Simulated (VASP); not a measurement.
Here is a VASP 6.6.1 calculation.

File INCAR:

```
SYSTEM = TaN
PREC     = Accurate       ! precision mode
ENCUT    = 520            ! plane-wave cutoff, eV
EDIFF    = 1E-8           ! SCF threshold, eV
ISMEAR   = -1             ! smearing method
SIGMA    = 0.03           ! smearing width, eV
LREAL    = .False.        ! projectors in reciprocal space
LASPH    = .True.         ! aspherical terms in the spheres
NELM     = 100            ! most SCF steps
ALGO     = Normal         ! electronic algorithm
ISIF     = 2              ! what is computed and relaxed
LWAVE    = .False.        ! write WAVECAR
LCHARG   = .False.        ! write CHGCAR
GGA      = CA             ! functional
LEFG     = .True.       
NBANDS   = 24             ! bands
```

The input KPOINTS:

```
regular mesh
0
Gamma
  9 9 5
  0 0 0
```

File POSCAR:

```
TaN
1.0
    3.0500010905      0.0000000000      0.0000000000
   -1.5250005453      2.6413784260      0.0000000000
    0.0000000000      0.0000000000      4.8906000000
Ta N
2 2
Direct
    0.3333333333      0.6666666667      0.0000000000
    0.6666666667      0.3333333333      0.5000000000
    0.3333333333      0.6666666667      0.3850000000
    0.6666666667      0.3333333333      0.8850000000
```

Potentials or basis: VASP PAW LDA potentials, release 64 (Ta_pv, N).

Command:

```sh
$ cat potpaw_LDA.64/Ta_pv/POTCAR potpaw_LDA.64/N/POTCAR > POTCAR
$ mpirun -np 1 vasp_std > vasp.out
```

(1) Predict the pressure.

(2) Predict the band gap on the k mesh.

## Answers

(1) 129.0 GPa.

(2) zero (band 16 reaches 10.26 eV, above the bottom of band 17 at 8.09 eV).

Caveat: the cell differs from its parent crystal (zz strain of -1 %); without QUAD_EFG the Cq values of the log hold for a quadrupole moment of 1 mb, not for the nuclei; spin-orbit coupling is left out, which moves the levels of the heavy elements; forces of over 1 eV/Å act on the atoms, so gaps and moduli don't describe the material at rest.
